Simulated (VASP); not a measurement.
A run of VASP 6.6.1:

Contents of INCAR:

```
SYSTEM = BN
PREC     = Accurate       ! precision mode
ENCUT    = 520            ! plane-wave cutoff, eV
EDIFF    = 1E-6           ! SCF threshold, eV
ISMEAR   = -1             ! smearing method
SIGMA    = 0.05           ! smearing width, eV
LREAL    = .FALSE.        ! projectors in reciprocal space
LASPH    = .TRUE.         ! aspherical terms in the spheres
NELM     = 80             ! most SCF steps
ALGO     = Normal         ! electronic algorithm
ISIF     = 2              ! what is computed and relaxed
LWAVE    = .FALSE.        ! write WAVECAR
LCHARG   = .FALSE.        ! write CHGCAR
GGA      = PE             ! functional
NBANDS   = 11             ! bands
```

Contents of KPOINTS:

```
regular mesh
0
G
  14 14 14
  0 0 0
```

Contents of POSCAR:

```
BN
1.0
    2.1540346200      0.0000000000      0.0000000000
    0.0000000000      2.1540346200      0.0000000000
    0.0000000000      0.0000000000      2.1540346200
B N
1 1
Direct
    0.0000000000      0.0000000000      0.0000000000
    0.5000000000      0.5000000000      0.5000000000
```

Potentials or basis: VASP PAW PBE potentials, release 64 (B, N).

Run with:

```bash
$ cat potpaw_PBE.64/B/POTCAR potpaw_PBE.64/N/POTCAR > POTCAR
$ mpirun -np 1 vasp_std > vasp.out
```

Hardware: 1 thread of AMD EPYC 7R43 64-Core Processor (Zen 3) (shared host).

Question: Estimate the wall time of this run.

Answer: Wall time 7.3 s on 1 thread of AMD EPYC 7R43 64-Core Processor (Zen 3), on a shared host, peak memory 0.08 GiB. Counts: scf iterations 11, k points 120.
